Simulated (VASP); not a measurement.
Ag:

```
Ag
1.0
     2.93000    0.00000    0.00000
    -1.46500    2.53745    0.00000
     0.00000    0.00000    4.79000
Ag
2
Cartesian
  1.4650 0.8458 3.5925
  0.0000 1.6916 1.1975
```

This isn't the form of Ag at room conditions, which is fcc.

| Item | Value |
| --- | --- |
| Program | VASP 6.6.1 |
| Task | relaxation of cell and atoms |
| Functional | PBE |
| Dispersion | D3(BJ) |
| Potentials or basis | VASP PAW PBE potentials, release 64 (Ag) |
| Cutoff | 600 eV |
| k mesh | 10 × 10 × 6 |
| Occupations | fermi-dirac, width 0.05 eV |
| Spin | no spin polarisation |

At the start: pressure -4.8 GPa; volume 17.81 Å³/atom.

Where does the relaxation end?

Over 5 steps the energy falls by 13.7 meV/atom and the volume is 16.94 Å³/atom (-4.8 %); space group P6_3/mmc (No. 194, to 0.1 Å) before and after.

The path:
```
step  energy change (eV)  largest force (eV/Å)  pressure (GPa)  volume (Å³)
   1              0.0000                0.0000           -4.75        35.61
   2             -0.0182                0.0000            3.30        32.96
   3             -0.0273                0.0000            0.01        33.88
   4             -0.0274                0.0000            0.01        33.88
   5             -0.0274                0.0000            0.01        33.89
```

Final structure:
```yaml
crystal:
  lattice:
    - [2.88762, 0.00000, 0.00000]
    - [-1.44381, 2.50075, 0.00000]
    - [0.00000, 0.00000, 4.69248]
  atoms:
    - { symbol: Ag, position: [0.66667, 0.33333, 0.75000] }
    - { symbol: Ag, position: [0.33333, 0.66667, 0.25000] }
```
